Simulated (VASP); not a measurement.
Set up this calculation in VASP 6.6.1, as the native input.

```
Task                   : single point
Functional             : PBEsol
Potentials or basis    : VASP PAW PBE potentials, release 64 (Cr_pv, O)
Cutoff                 : 520 eV
k mesh                 : 4 × 4 × 6
Occupations            : gaussian, width 0.1 eV
Spin                   : collinear spin, ferromagnetic start
Starting moments       : [2.0, 2.0, 0.0, 0.0, 0.0, 0.0] μB
Dipole correction      : no
Further INCAR settings : ALGO = Normal; EDIFF = 1e-07; NBANDS = 37
```

The structure of CrO2 (pbesol) lies in POSCAR:

```
CrO2
1.0
    4.4210000000      0.0000000000      0.0000000000
    0.0000000000      4.4210000000      0.0000000000
    0.0000000000      0.0000000000      2.9170000000
Cr O
2 4
Direct
    0.0000000000      0.0000000000      0.0000000000
    0.5000000000      0.5000000000      0.5000000000
    0.3010000000      0.3010000000      0.0000000000
    0.1990000000      0.8010000000      0.5000000000
    0.6990000000      0.6990000000      0.0000000000
    0.8010000000      0.1990000000      0.5000000000
```

The input as run:

INCAR

```
SYSTEM = CrO2
PREC = Accurate
ENCUT = 520
EDIFF = 1E-7
ISMEAR = 0
SIGMA = 0.1
LREAL = .False.
LASPH = .True.
NELM = 150
ALGO = Normal
ISIF = 2
LWAVE = .False.
LCHARG = .False.
ISPIN = 2
MAGMOM = 2 2 0 0 0 0
LORBIT = 11
LMAXMIX = 4
GGA = PS
NBANDS = 37
```

KPOINTS

```
Automatic mesh
0
Gamma
  4 4 6
  0 0 0
```

Potentials or basis: VASP PAW PBE potentials, release 64 (Cr_pv, O).

The run is started by

```sh
$ cat potpaw_PBE.64/Cr_pv/POTCAR potpaw_PBE.64/O/POTCAR > POTCAR
$ mpirun -np 1 vasp_std > vasp.out
```

It gave:

- Pressure: -5.9 GPa
- Largest force: 0.322 eV/Å
- Band gap on the k mesh: zero (filled and empty bands overlap)
- Net moment: 4.00 μB per cell
- Site moments: Cr +2.08; O -0.07 μB
- Valence electrons inside the program's atomic spheres: Cr 10.87; O 5.01

Caveat: the PAW data sets were made with another functional, which shifts forces and pressure a little; semilocal functionals often make such compounds metallic where correlation or magnetic order opens a gap, which also shifts bond lengths; only a ferromagnetic start was run, and an antiferromagnetic order may lie lower in energy.

It took 2.2 min on 1 thread of AMD EPYC 7R43 64-Core Processor (Zen 3) (shared host), peak memory 0.2 GiB.
